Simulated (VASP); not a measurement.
# WF3: single point with PBE

Crystal: WF3.

```
W F
1.0
    -1.33737    2.04269    5.96997
     1.33737   -2.04269    5.96997
     1.33737    2.04269   -5.96997
W F
1 3
Direct
  0.50000 0.00000 0.50000
  0.00000 0.00000 0.00000
  0.65658 0.15658 0.50000
  0.34342 0.84342 0.50000
```

```yaml
Program: VASP 6.6.1
Task: single point
Functional: PBE
Potentials_or_basis: VASP PAW PBE potentials, release 64 (W_sv, F)
Cutoff: 520 eV
k_mesh: 16 × 16 × 16
Occupations: gaussian, width 0.1 eV
Spin: no spin polarisation
Dipole_correction: no
Further_INCAR_settings: ALGO = Normal; EDIFF = 1e-07; NBANDS = 26
```

```json
{
  "Pressure": "1.2 GPa",
  "Largest force": "0.357 eV/Å",
  "Band gap on the k mesh": "zero (an odd number of electrons rules out a gap without spin polarisation)"
}
```

Forces on the atoms (eV/Å):
```
W    0.000  0.000  0.000
F    0.000  0.000  0.000
F    0.000  0.000  0.357
F    0.000  0.000 -0.357
```

Stress tensor (GPa, compression positive):
```
-0.06  0.00  0.00
 0.00  0.81  0.00
 0.00  0.00  2.96
```

Levels at points of the mesh, in eV from the Fermi level:
```csv
k point,band 14,band 15,band 16,band 17,band 18,band 19,band 20,band 21
"(0.00, 0.00, 0.00)",-5.22,-5.14,-4.84,-4.25,0.14,1.28,1.41,2.55
"(0.50, 0.00, 0.00)",-5.31,-5.02,-4.81,-4.27,1.05,2.24,2.57,5.15
"(0.00, 0.50, 0.00)",-5.90,-5.14,-5.05,-3.00,-0.65,0.73,2.13,5.30
"(0.50, 0.50, 0.00)",-5.19,-5.18,-5.11,-1.15,-0.61,1.52,4.74,5.55
"(0.50, 0.50, 0.50)",-5.48,-5.14,-4.79,-4.30,0.23,1.26,1.41,2.56
```

Run time: 24 min on 1 thread of Intel(R) Xeon(R) 6975P-C (Granite Rapids) (shared host), peak memory 0.98 GiB.

Caveat: spin-orbit coupling is left out, which moves the levels of the heavy elements; an odd number of electrons without spin polarisation forces a metal; a magnetic or distorted state may lie lower.
